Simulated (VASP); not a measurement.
Here is a VASP 6.6.1 calculation.

File INCAR:

```
SYSTEM = ZnCu4
PREC = Accurate ; ENCUT = 520
EDIFF = 1E-6 ; ISMEAR = -1
SIGMA = 0.05 ; LREAL = .False.
LASPH = .True. ; NELM = 60
ALGO = Normal ; ISIF = 2
LWAVE = .False. ; LCHARG = .False.
LDIPOL = .True. ; IDIPOL = 3
DIPOL = 0.5 0.5 0.500 ; GGA = PS
NBANDS = 36
```

The input KPOINTS:

```
Automatic mesh
0
Gamma
  14 14 1
  0 0 0
```

The input POSCAR:

```
ZnCu4
1.0
    2.5192775978      0.0000000000      0.0000000000
    0.0000000000      2.5192775978      0.0000000000
    0.0000000000      0.0000000000     23.1256000000
Cu Zn
4 1
Direct
    0.0000000000      0.0000000000      0.3480514485
    0.5000000000      0.5000000000      0.4226331525
    0.5000000000      0.5000000000      0.5773668408
    0.0000000000      0.0000000000      0.6519485028
    0.0000000000      0.0000000000      0.5000000554
```

Potentials or basis: VASP PAW PBE potentials, release 64 (Cu, Zn).

Launch:

```sh
$ cat potpaw_PBE.64/Cu/POTCAR potpaw_PBE.64/Zn/POTCAR > POTCAR
$ mpirun -np 1 vasp_std > vasp.out
```

Problem. Estimate the band gap on the k mesh.

Solution. Zero (band 28 reaches 3.48 eV, above the bottom of band 29 at -1.56 eV).

Problem. Estimate the largest force.

Solution. 0.319 eV/Å.

Forces on the atoms (eV/Å):
```
Cu   0.000  0.000 -0.126
Cu   0.000  0.000 -0.319
Cu   0.000  0.000  0.319
Cu   0.000  0.000  0.126
Zn   0.000  0.000  0.000
```

Caveat: the PAW data sets were made with another functional, which shifts forces and pressure a little.
